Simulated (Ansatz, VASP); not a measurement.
## Two plane-wave programs on Li4Al2Mo

INCAR

```
ALGO     = Fast           # electronic algorithm
EDIFF    = 1E-6           # SCF threshold, eV
ENCUT    = 520            # plane-wave cutoff, eV
GGA      = PE             # functional
ISIF     = 2              # what is computed and relaxed
ISMEAR   = 0              # smearing method
ISPIN    = 2              # spin polarisation
LASPH    = T              # aspherical terms in the spheres
LCHARG   = T              # write CHGCAR
LELF     = T              # ELF
LMAXMIX  = 4              # l up to which the mixer works
LORBIT   = 11             # projections on sites
LREAL    = F              # projectors in reciprocal space
LVHAR    = T            
LWAVE    = F              # write WAVECAR
MAGMOM   = 0 0 0 0 0 0 1  # initial moments
NBANDS   = 29             # bands
NELM     = 150            # most SCF steps
PREC     = Accurate       # precision mode
SIGMA    = 0.1            # smearing width, eV
```

Contents of KPOINTS:

```
k-points
0
Gamma
  4 4 4
```

File POSCAR:

```
Li4Al2Mo
1.0
    5.3589922013      0.0000000000      0.0000000000
    0.0000000000      5.3589922013      0.0000000000
    0.0000000000      0.0000000000      4.9000841952
Li Al Mo
4 2 1
Direct
    0.2064353248      0.5000000000      0.0000000000
    0.7935646752      0.5000000000      0.0000000000
    0.5000000000      0.2064353248      0.0000000000
    0.5000000000      0.7935646752      0.0000000000
    0.0000000000      0.5000000000      0.5000000000
    0.5000000000      0.0000000000      0.5000000000
    0.5000000000      0.5000000000      0.5000000000
```

Input for Ansatz:

```yaml
crystal:
  lattice:
    - [5.3589922013, 0.0, 0.0]
    - [0.0, 5.3589922013, 0.0]
    - [0.0, 0.0, 4.9000841952]
  atoms:
    - { symbol: Li, position: [0.2064353248, 0.5, 0.0] }
    - { symbol: Li, position: [0.7935646752, 0.5, 0.0] }
    - { symbol: Li, position: [0.5, 0.2064353248, 0.0] }
    - { symbol: Li, position: [0.5, 0.7935646752, 0.0] }
    - { symbol: Al, position: [0.0, 0.5, 0.5] }
    - { symbol: Al, position: [0.5, 0.0, 0.5] }
    - { symbol: Mo, position: [0.5, 0.5, 0.5], spin: 1.0 }
basis:
  ecutwfc: 420
kpoints:
  mp_grid: { grid: [4, 4, 4] }
hamiltonian:
  xc: pbe
scf:
  occupations: { method: gaussian, width: 0.1 }
  lower_state_search: "off"
output:
  forces: true
  stress: true
  eigenvalues: true
  populations: true
magnetization:
  spin_polarized: true
```

Alike in both runs: task single point; functional PBE; k mesh 4 × 4 × 4; occupations gaussian, width 0.1 eV; collinear spin.

|  | VASP | Ansatz |
| --- | --- | --- |
| version | VASP 6.6.1 | Ansatz 0.2.0 |
| potentials or method | VASP PAW PBE potentials, release 64 (Li_sv, Al, Mo_sv), cutoff 520 eV | scalar-relativistic, plane waves, PAW |
| valence electrons in the cell | 32 | 32 |

Ansatz gave:

- gap on the k mesh at the Fermi level (eV): none
- rms of the force components (eV/Å): 0.011
- net moment per atom (μB): 0.04
- size of the moment on the site where the two differ most (μB): 0.28

Which values does VASP return?

gap on the k mesh at the Fermi level (eV): none; rms of the force components (eV/Å): 0.008; net moment per atom (μB): 0.04; size of the moment on the site where the two differ most (μB): 0.32.

Site moments also hang on the region over which each program counts them. Atom by atom the forces differ by 0.003 eV/Å (rms over components). A gap of «none» marks a metal or a gap that the smearing closes.

Noted on VASP's run: the cutoff is under 1.25 times that of the potentials, so the pressure is a little rough.
